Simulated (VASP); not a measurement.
**NaH: vibrations by perturbation theory with LDA**

NaH:

```xyz
2
Lattice="0.0000 2.3185 2.3185 2.3185 0.0000 2.3185 2.3185 2.3185 0.0000" Properties=species:S:1:pos:R:3 pbc="T T T"
Na    0.0000    0.0000    0.0000
H     2.3185    2.3185    2.3185
```

```yaml
Program: VASP 6.6.1
Task: vibrations by perturbation theory
Functional: LDA
Potentials_or_basis: VASP PAW LDA potentials, release 64 (Na_pv, H)
Cutoff: 520 eV
k_mesh: 8 × 8 × 8
Occupations: gaussian, width 0.01 eV
Spin: no spin polarisation
Dipole_correction: no
Further_INCAR_settings: ALGO = Normal; EDIFF = 1e-08; IBRION = 8; NSW = 1
```

```yaml
Electronic_dielectric_tensor_diagonal: 3.34
Born_charges_mean_of_the_diagonal: Na +0.93; H -0.93 e
Highest_phonon_frequency_at_Γ_LO-TO_splitting_left_out: 602 cm⁻¹
```

Phonon frequencies in cm⁻¹ (negative: imaginary):
```
              q point           frequencies
(0.000, 0.000, 0.000)  -1 -1 -1 602 602 602
```

Electronic dielectric tensor:
```
3.34 0.00 0.00
0.00 3.34 0.00
0.00 0.00 3.34
```

Born effective charge tensors (e):
atom 1, Na
```
0.93 0.00 0.00
0.00 0.93 0.00
0.00 0.00 0.93
```
atom 2, H
```
-0.93  0.00  0.00
 0.00 -0.93  0.00
 0.00  0.00 -0.93
```

Run time: 36 s on 1 thread of Intel(R) Xeon(R) Platinum 8488C (Sapphire Rapids), on a shared host, peak memory 0.15 GiB.
